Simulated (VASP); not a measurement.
Runs of VASP 6.6.1 on SnTe. The structure is that of space group Fm-3m (No. 225), or close to it. The cells are those of the table. 

```tsv
level	potentials or basis	cell	gap on the mesh (eV)	pressure (GPa)
LDA	VASP PAW LDA potentials, release 64 (Sn_d, Te)	a = 4.464 Å, angles 60.0°, 2 atoms	(a)	-1.8
LDA	VASP PAW LDA potentials, release 64 (Sn_d, Te)	a = 4.436 Å, angles 60.0°, 2 atoms	0.16	-0.9
LDA	VASP PAW LDA potentials, release 64 (Sn_d, Te)	a = 4.347 Å, angles 60.0°, 2 atoms	0.31	2.4
PBE+D4	VASP PAW PBE potentials, release 64 (Sn_d, Te)	a = 4.458 Å, angles 60.0°, 2 atoms	0.09	-0.1
r2SCAN	VASP PAW PBE potentials, release 64 (Sn_d, Te)	a = 4.464 Å, angles 60.0°, 2 atoms	0.05	1.4
RPBE	VASP PAW PBE potentials, release 64 (Sn_d, Te)	a = 4.618 Å, angles 60.0°, 2 atoms	0.23	-0.8
PBE+D4	VASP PAW PBE potentials, release 64 (Sn_d, Te)	a = 4.398 Å, angles 60.0°, 2 atoms	0.22	2.1
PBE+D4	VASP PAW PBE potentials, release 64 (Sn_d, Te)	a = 4.428 Å, angles 60.0°, 2 atoms	0.15	0.9
RPBE	VASP PAW PBE potentials, release 64 (Sn_d, Te)	a = 4.557 Å, angles 60.0°, 2 atoms	0.12	0.7
r2SCAN	VASP PAW PBE potentials, release 64 (Sn_d, Te)	a = 4.571 Å, angles 60.0°, 2 atoms	0.26	-1.7
RPBE	VASP PAW PBE potentials, release 64 (Sn_d, Te)	a = 4.464 Å, angles 60.0°, 2 atoms	0.06	3.4
RPBE	VASP PAW PBE potentials, release 64 (Sn_d, Te)	a = 4.648 Å, angles 60.0°, 2 atoms	(b)	-1.4
```

Alike in all rows: task single point; no spin polarisation; k mesh 6 × 6 × 6; cutoff (eV) 520; smearing gaussian 0.05 eV.

Q: Estimate the missing entries.

A: (a) 0.10; (b) 0.28.

Caveats: spin-orbit coupling is left out, which moves the levels of the heavy elements; the PAW data sets were made with another functional, which shifts forces and pressure a little (some runs).

A k mesh can miss the band edges, and the runs leave out spin-orbit coupling on Sn, Te.
